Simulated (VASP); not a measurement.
Input of a VASP 6.6.1 run:

INCAR

```
SYSTEM = Al
ALGO = Normal ; EDIFF = 1E-7
ENCUT = 520 ; GGA = PE
ISIF = 2 ; ISMEAR = -1
LASPH = .TRUE. ; LCHARG = .FALSE.
LREAL = .FALSE. ; LWAVE = .FALSE.
NBANDS = 8 ; NELM = 60
PREC = Accurate ; SIGMA = 0.1
```

KPOINTS

```
k-points
0
G
  12 12 12
  0 0 0
```

POSCAR

```
Al
1.0
    2.7218389360      0.0000000000      0.0000000000
    0.0000000000      2.7218389360      0.0000000000
    0.0000000000      0.0000000000      2.7218389360
Al
1
Direct
    0.0000000000      0.0000000000      0.0000000000
```

Potentials or basis: VASP PAW PBE potentials, release 64 (Al).

Command:

```bash
$ cat potpaw_PBE.64/Al/POTCAR > POTCAR
$ mpirun -np 1 vasp_std > vasp.out
```

Problem. Predict the pressure.

Solution. 0.0 GPa.
